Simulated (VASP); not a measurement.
Set up this calculation in VASP 6.6.1, as the native input.

* Task: single point
* Functional: r2SCAN
* Potentials or basis: VASP PAW PBE potentials, release 64 (C_h)
* Cutoff: 910 eV
* k mesh: 12 × 12 × 12
* Occupations: gaussian, width 0.02 eV
* Spin: no spin polarisation
* Dipole correction: no
* Second run: hard_potentials
* Further INCAR settings: ALGO = Normal; EDIFF = 1e-06; NBANDS = 11

Crystal: C.

```xyz
2
Lattice="0.0000 1.7978 1.7978 1.7978 0.0000 1.7978 1.7978 1.7978 0.0000" Properties=species:S:1:pos:R:3 pbc="T T T"
C     0.0000    0.0000    0.0000
C     0.8989    0.8989    0.8989
```

This cell differs from its parent crystal: volume scaled by 1.03.

These files were run (other wordings do the same):

POSCAR

```
C
1.0
    0.0000000000      1.7977680897      1.7977680897
    1.7977680897      0.0000000000      1.7977680897
    1.7977680897      1.7977680897      0.0000000000
C
2
Direct
    0.0000000000      0.0000000000      0.0000000000
    0.2500000000      0.2500000000      0.2500000000
```

INCAR.step1

```
PREC = Accurate
ENCUT = 910
ISMEAR = 0
SIGMA = 0.02
LREAL = F
LASPH = T
NELM = 120
NBANDS = 11
GGA = PE
ALGO = Normal
EDIFF = 1E-5
LWAVE = T
LCHARG = F
GGA_COMPAT = F
```

INCAR.step2

```
PREC = Accurate
ENCUT = 910
EDIFF = 1E-6
ISMEAR = 0
SIGMA = 0.02
LREAL = F
LASPH = T
NELM = 120
ALGO = Normal
ISIF = 2
LWAVE = F
LCHARG = T
METAGGA = R2SCAN
LMIXTAU = T
LELF = T
LVHAR = T
NBANDS = 11
ISTART = 1
GGA_COMPAT = F
```

KPOINTS

```
Automatic mesh
0
Gamma
  12 12 12
```

Potentials or basis: VASP PAW PBE potentials, release 64 (C_h).

Launch:

```bash
$ cat potpaw_PBE.64/C_h/POTCAR > POTCAR
$ cp INCAR.step1 INCAR
$ mpirun -np 1 vasp_std > vasp.out
$ cp INCAR.step2 INCAR
$ mpirun -np 1 vasp_std > vasp.out
```

Results of the run:

```json
{
 "Pressure": "-13.4 GPa",
 "Band gap on the k mesh": "4.32 eV, indirect (least direct gap 5.81 eV)"
}
```

Caveat: the cutoff is under 1.25 times the usual one of these potentials, so pressure, stress and relaxed cells hold a basis-set (Pulay) error; the PAW data sets were made with another functional, which shifts forces and pressure a little.

Wall time 66 s on 1 thread of AMD EPYC 7R13 Processor (Zen 3) (shared host), peak memory 0.13 GiB.
